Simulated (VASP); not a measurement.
# Li (Im-3m) in VASP: single point with PBEsol+D3(BJ)

Aim: the single point of Li with PBEsol+D3(BJ).

Program: VASP 6.6.1. These are calculated values, not measurements. Logs are shortened: lines on timing, memory, paths and dates and some standing lists are left out, and cuts for length are marked.

### Step 1. The cell of the first run

Symmetry: Im-3m, No. 229, cubic system. Conventional cell: a = 3.509 Å, b = 3.509 Å, c = 3.509 Å, α = 90.00°, β = 90.00°, γ = 90.00°. Within 4.0 Å of Li (site symmetry m-3m) lie 14 Li at 3.04 to 3.51 Å.

### Step 2. Single point, PBEsol+D3(BJ)

Input file INCAR:

```
PREC     = Accurate       # precision mode
ENCUT    = 750            # plane-wave cutoff, eV
EDIFF    = 1E-6           # SCF threshold, eV
ISMEAR   = -1             # smearing method
SIGMA    = 0.1            # smearing width, eV
LREAL    = False          # projectors in reciprocal space
LASPH    = True           # aspherical terms in the spheres
NELM     = 120            # most SCF steps
ALGO     = Normal         # electronic algorithm
ISIF     = 2              # what is computed and relaxed
LWAVE    = False          # write WAVECAR
LCHARG   = False          # write CHGCAR
GGA      = PS             # functional
IVDW     = 12             # dispersion correction
NBANDS   = 8              # bands
GGA_COMPAT= False
```

Input file KPOINTS:

```
Automatic mesh
0
Gamma
  13 13 13
```

Input file POSCAR:

```
Li
1.0
   -1.7546500000      1.7546500000      1.7546500000
    1.7546500000     -1.7546500000      1.7546500000
    1.7546500000      1.7546500000     -1.7546500000
Li
1
Direct
    0.0000000000      0.0000000000      0.0000000000
```

Potentials or basis: VASP PAW PBE potentials, release 64 (Li_sv).

Run with:

```console
$ cat potpaw_PBE.64/Li_sv/POTCAR > POTCAR
$ mpirun -np 1 vasp_std > vasp.out
```

OUTCAR:

```text
PREC = Accurate
   ENCUT = 750
   EDIFF = 1E-6
   ISMEAR = -1
   LREAL = False
   LASPH = True
   NELM = 120
   ISIF = 2
   GGA = PS
   IVDW = 12
 IVDW          = 12

 ion  position               nearest neighbor table
   1  0.000  0.000  0.000-

  LATTYP: Found a body centered cubic cell.
 ALAT       =     3.5093000000

  Lattice vectors:

 A1 = (  -1.7546500000,   1.7546500000,   1.7546500000)
 A2 = (   1.7546500000,  -1.7546500000,   1.7546500000)
 A3 = (   1.7546500000,   1.7546500000,  -1.7546500000)

Analysis of symmetry for initial positions (statically):
=====================================================================
 Subroutine PRICEL returns:
 Original cell was already a primitive cell.

 Routine SETGRP: Setting up the symmetry group for a
 body centered cubic supercell.

 Subroutine GETGRP returns: Found 48 space group operations
 (whereof 48 operations were pure point group operations)
 out of a pool of 48 trial point group operations.

The static configuration has the point symmetry O_h .

Analysis of symmetry for dynamics (positions and initial velocities):
=====================================================================
 Subroutine PRICEL returns:
 Original cell was already a primitive cell.

 Routine SETGRP: Setting up the symmetry group for a
 body centered cubic supercell.

 Subroutine GETGRP returns: Found 48 space group operations
 (whereof 48 operations were pure point group operations)
 out of a pool of 48 trial point group operations.

The dynamic configuration has the point symmetry O_h .

 Subroutine INISYM returns: Found 48 space group operations
 (whereof 48 operations are pure point group operations),
 and found     1 'primitive' translations

----------------------------------------------------------------------------------------

                                     Primitive cell

  volume of cell :      21.6088

  direct lattice vectors                    reciprocal lattice vectors
    -1.754650000  1.754650000  1.754650000     0.000000000  0.284957114  0.284957114
     1.754650000 -1.754650000  1.754650000     0.284957114  0.000000000  0.284957114
     1.754650000  1.754650000 -1.754650000     0.284957114  0.284957114  0.000000000

  length of vectors
     3.039142950  3.039142950  3.039142950     0.402990215  0.402990215  0.402990215

  position of ions in fractional coordinates (direct lattice)
     0.000000000  0.000000000  0.000000000

  ion indices of the primitive-cell ions
   primitive index   ion index
                 1           1

----------------------------------------------------------------------------------------

 KPOINTS: Automatic mesh

Automatic generation of k-mesh.
 Grid dimensions read from file:
 generate k-points for:   13   13   13

 Generating k-lattice:

  Cartesian coordinates                     Fractional coordinates (reciprocal lattice)
     0.000000000  0.021919778  0.021919778     0.076923077  0.000000000  0.000000000
     0.021919778  0.000000000  0.021919778     0.000000000  0.076923077  0.000000000
     0.021919778  0.021919778  0.000000000     0.000000000  0.000000000  0.076923077

  Length of vectors
     0.030999247  0.030999247  0.030999247

  Shift w.r.t. Gamma in fractional coordinates (k-lattice)
     0.000000000  0.000000000  0.000000000

 Subroutine IBZKPT returns following result:
 ===========================================

 Found     84 irreducible k-points:

 Following reciprocal coordinates:
            Coordinates               Weight
  0.000000  0.000000  0.000000      1.000000
  0.076923  0.000000  0.000000     12.000000
  0.153846  0.000000  0.000000     12.000000
  0.230769  0.000000  0.000000     12.000000
  0.307692  0.000000  0.000000     12.000000
  0.384615  0.000000  0.000000     12.000000
[... 16 lines left out ...]
  0.153846  0.076923  0.076923     24.000000
  0.230769  0.076923  0.076923     24.000000
 [... further k-points ...]
   k-points           NKPTS =     84   k-points in BZ     NKDIM =     84   number of bands    NBANDS=      8
   number of dos      NEDOS =    301   number of ions     NIONS =      1
   total plane-waves  NPLWV =  21952
   dimension x,y,z NGX =    28 NGY =   28 NGZ =   28
   dimension x,y,z NGXF=    56 NGYF=   56 NGZF=   56
   ions per type =               1
   NGX,Y,Z   is equivalent  to a cutoff of  15.32, 15.32, 15.32 a.u.
   NGXF,Y,Z  is equivalent  to a cutoff of  30.63, 30.63, 30.63 a.u.
 SYSTEM =  unknown system
   PREC   = accura    normal or accurate (medium, high low for compatibility)
   ISTART =      0    job   : 0-new  1-cont  2-samecut
   ICHARG =      2    charge: 1-file 2-atom 10-const
   ISPIN  =      1    spin polarized calculation?
   LNONCOLLINEAR =      F non collinear calculations
   LSORBIT =      F    spin-orbit coupling
   LASPH  =      T    aspherical Exc in radial PAW
   ENCUT  =  750.0 eV  55.12 Ry    7.42 a.u.   6.79  6.79  6.79*2*pi/ulx,y,z
   NELM   =    120;   NELMIN=  2; NELMDL= -5     # of ELM steps
   EDIFF  = 0.1E-05   stopping-criterion for ELM
   LREAL  =      F    real-space projection
[... 7 lines left out ...]
   TEBEG  =    0.0;   TEEND  =   0.0 temperature during run
   PSTRESS=    0.0 pullay stress
   NELECT =       3.0000    total number of electrons
   NUPDOWN=      -1.0000    fix difference up-down
   EMIN   =  10.00;   EMAX   =-10.00  energy-range for DOS
   EFERMI =   0.00;   METHOD = LEGACY
   ISMEAR =    -1;   SIGMA  =   0.10  broadening in eV -4-tet -1-fermi 0-gaus
   EFERMI_NEDOS =   21; number of points for ismear=-14 and -15
   IALGO  =     38    algorithm
   IMIX   =      4    mixing-type and parameters
     AMIX     =   0.40;   BMIX     =  1.00
     AMIX_MAG =   1.60;   BMIX_MAG =  1.00
  volume/ion in A,a.u.               =      21.61       145.82
  Fermi-wavevector in a.u.,A,eV,Ry     =   0.847692  1.601906  9.776898  0.718582
  Thomas-Fermi vector in A             =   1.963238
   LORBIT       =      0    0 simple, 1 ext, 2 COOP (PROOUT), +10 PAW based schemes
   GGA     = PS    functional components
   LHFCALC =     F    Hartree Fock is set to
   AEXX    =    0.0000 exact exchange contribution
   IVDW    =    12    specifies the selected vdW correction
   LEPSILON=     F    determine dielectric tensor
   LRPA    =     F    only Hartree local field effects (RPA)
 non-spin polarized calculation
  energy-cutoff  :      750.00
  volume of cell :       21.61
 maximum number of plane-waves:      1024
   NGX = 13   NGY = 13   NGZ = 13

 number of electron       2.9999999 magnetization

 Free energy of the ion-electron system (eV)
  ---------------------------------------------------
  ext. energy  EPLUGINS =         0.00000000
  ---------------------------------------------------
  free energy    TOTEN  =        -1.97172031 eV

  energy without entropy =       -1.95604642  energy(sigma->0) =       -1.96388337

 E-fermi :   0.4844     XC(G=0):  -6.8636

 val. band max:        0.4760575839   @ k =  -0.3846   0.4615   0.0769
 cond. band min:       0.5365163146   @ k =   0.4615   0.0000   0.0000
 fundamental gap:      0.0604587307
 Fermi energy:         0.4844047771

 k-point     1 :       0.0000    0.0000    0.0000
  band No.  band energies     occupation
      1     -45.5606      2.00000
      2      -3.0267      2.00000
      3      14.4400      0.00000
      4      14.4400      0.00000
      5      14.4400      0.00000
      6      19.0272      0.00000
      7      19.0272      0.00000
      8      19.0272      0.00000

 k-point     2 :       0.0769    0.0000    0.0000
  band No.  band energies     occupation
      1     -45.5598      2.00000
      2      -2.9180      2.00000
      3      13.7065      0.00000
      4      13.9222      0.00000
      5      14.2551      0.00000
      6      17.6328      0.00000
      7      17.8271      0.00000
      8      19.1538      0.00000

 k-point     3 :       0.1538    0.0000    0.0000
  band No.  band energies     occupation
      1     -45.5572      2.00000
      2      -2.5893      2.00000
      3      11.7185      0.00000
      4      12.9288      0.00000
      5      13.7518      0.00000
      6      16.4334      0.00000
      7      16.7112      0.00000
      8      18.8705      0.00000

 k-point     4 :       0.2308    0.0000    0.0000
  band No.  band energies     occupation
      1     -45.5537      2.00000
      2      -2.0421      2.00000
      3       9.3557      0.00000
      4      11.9720      0.00000
      5      13.1056      0.00000
      6      15.2945      0.00000
      7      16.4596      0.00000
      8      19.1783      0.00000

 k-point     5 :       0.3077    0.0000    0.0000
  band No.  band energies     occupation
      1     -45.5499      2.00000
      2      -1.2842      2.00000
      3       7.1103      0.00000
      4      11.2074      0.00000
      5      12.5072      0.00000
      6      14.4354      0.00000
      7      16.4910      0.00000
      8      19.9140      0.00000

 k-point     6 :       0.3846    0.0000    0.0000
  band No.  band energies     occupation
      1     -45.5468      2.00000
      2      -0.3548      1.99955
      3       5.1559      0.00000
      4      10.6836      0.00000
      5      12.0679      0.00000
      6      13.8613      0.00000
      7      16.6415      0.00000
      8      20.9288      0.00000

 k-point     7 :       0.4615    0.0000    0.0000
  band No.  band energies     occupation
      1     -45.5450      2.00000
      2       0.5365      0.74518
      3       3.7451      0.00000
      4      10.4185      0.00000
      5      11.8386      0.00000
      6      13.5740      0.00000
      7      16.7719      0.00000
      8      21.9220      0.00000
[... 133 lines left out ...]
 k-point    20 :       0.3846    0.2308   -0.0000
  band No.  band energies     occupation
      1     -45.5433      2.00000
      2       1.6718      0.00001
      3       3.4858      0.00000
      4       6.9461      0.00000
      5      10.6660      0.00000
      6      17.3782      0.00000
      7      18.9937      0.00000
      8      20.2734      0.00000

 k-point    21 :       0.3077    0.3077    0.0000
  band No.  band energies     occupation
      1     -45.5430      2.00000
      2       2.0362      0.00000
      3       3.3704      0.00000
      4       6.3499      0.00000
      5      10.6190      0.00000
      6      18.2431      0.00000
      7      18.8138      0.00000
      8      19.8069      0.00000

 k-point    22 :       0.0769    0.0769    0.0769
  band No.  band energies     occupation
      1     -45.5558      2.00000
      2      -2.3701      2.00000
      3      11.7957      0.00000
      4      11.7957      0.00000
      5      11.8991      0.00000
      6      17.1355      0.00000
      7      17.1355      0.00000
      8      20.3712      0.00000

 k-point    23 :       0.1538    0.0769    0.0769
  band No.  band energies     occupation
      1     -45.5526      2.00000
      2      -1.8226      2.00000
      3       9.4474      0.00000
      4      10.8283      0.00000
      5      11.1054      0.00000
      6      17.2314      0.00000
      7      17.4178      0.00000
      8      20.2326      0.00000

 k-point    24 :       0.2308    0.0769    0.0769
  band No.  band energies     occupation
      1     -45.5492      2.00000
      2      -1.0613      2.00000
      3       7.2052      0.00000
      4      10.0567      0.00000
      5      10.4833      0.00000
      6      17.0366      0.00000
      7      17.6168      0.00000
      8      20.5426      0.00000

 [... further k-points ...]

------------------------ aborting loop because EDIFF is reached ----------------------------------------

 Edisp (eV)   -0.13918

 E8    (eV) :    -0.0890

  FORCE on cell =-STRESS in cart. coord.  units (eV):
  Direction    XX          YY          ZZ          XY          YZ          ZX
  --------------------------------------------------------------------------------------
  -------------------------------------------------------------------------------------
  Total      -0.26836    -0.26836    -0.26836     0.00000     0.00000    -0.00000
  in kB     -19.89754   -19.89754   -19.89754     0.00000     0.00000    -0.00000
  external pressure =      -19.90 kB  Pullay stress =        0.00 kB

 VOLUME and BASIS-vectors are now :
 -----------------------------------------------------------------------------
  energy-cutoff  :      750.00
  volume of cell :       21.61
      direct lattice vectors                 reciprocal lattice vectors
    -1.754650000  1.754650000  1.754650000     0.000000000  0.284957114  0.284957114
     1.754650000 -1.754650000  1.754650000     0.284957114  0.000000000  0.284957114
     1.754650000  1.754650000 -1.754650000     0.284957114  0.284957114  0.000000000

 POSITION                                       TOTAL-FORCE (eV/Angst)
 -----------------------------------------------------------------------------------
      0.00000      0.00000      0.00000         0.000000     -0.000000     -0.000000
 -----------------------------------------------------------------------------------
    total drift:                                0.000000     -0.000000      0.000000

  FREE ENERGIE OF THE ION-ELECTRON SYSTEM (eV)
  ---------------------------------------------------
  free  energy   TOTEN  =        -2.1109015284 eV

  energy  without entropy=       -2.0952276395  energy(sigma->0) =       -2.10306458
```

It took 8.7 s on 1 thread of AMD EPYC 9R45 (Zen 5), shared host; peak memory 0.13 GiB.

Results:

```yaml
Free_energy: -2.1109 eV
Pressure: -2.0 GPa
Dispersion_energy_per_atom: -0.139 eV
```

Caveat: the PAW data sets were made with another functional, which shifts forces and pressure a little; pairwise dispersion overbinds metals, which lowers pressure and volume.
